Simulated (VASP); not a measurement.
A run of VASP 6.6.1:

INCAR

```
SYSTEM = CdI2
ALGO = Normal
DIPOL = 0.5 0.5 0.284
EDIFF = 1E-6
ENCUT = 400
GGA = PE
GGA_COMPAT = .False.
IDIPOL = 3
ISIF = 2
ISMEAR = 0
IVDW = 13
LASPH = .True.
LCHARG = .False.
LDIPOL = .True.
LREAL = .False.
LWAVE = .False.
NBANDS = 20
NELM = 120
NELMDL = -8
PREC = Accurate
SIGMA = 0.03
```

The input KPOINTS:

```
k-points
0
Gamma
  12 12 1
  0 0 0
```

POSCAR

```
CdI2
1.0
    4.2405640033      0.0000000000      0.0000000000
   -2.1202820017      3.6724361533      0.0000000000
    0.0000000000      0.0000000000     30.7199999998
I Cd
2 1
Direct
    0.3333333333      0.6666666667      0.2277357735
    0.6666666667      0.3333333333      0.3406236016
    0.0000000000      0.0000000000      0.2841796875
```

Potentials or basis: VASP PAW PBE potentials, release 64 (I, Cd).

The run is started by

```sh
$ cat potpaw_PBE.64/I/POTCAR potpaw_PBE.64/Cd/POTCAR > POTCAR
$ mpirun -np 1 vasp_std > vasp.out
```

Hardware: 1 thread of Intel(R) Xeon(R) Platinum 8375C CPU @ 2.90GHz (Ice Lake) (shared host).

Estimate the wall time of this run.

It took 3.4 min on 1 thread of Intel(R) Xeon(R) Platinum 8375C CPU @ 2.90GHz (Ice Lake), with other jobs on the host, peak memory 0.45 GiB. Counts: scf iterations 24, k points 19.
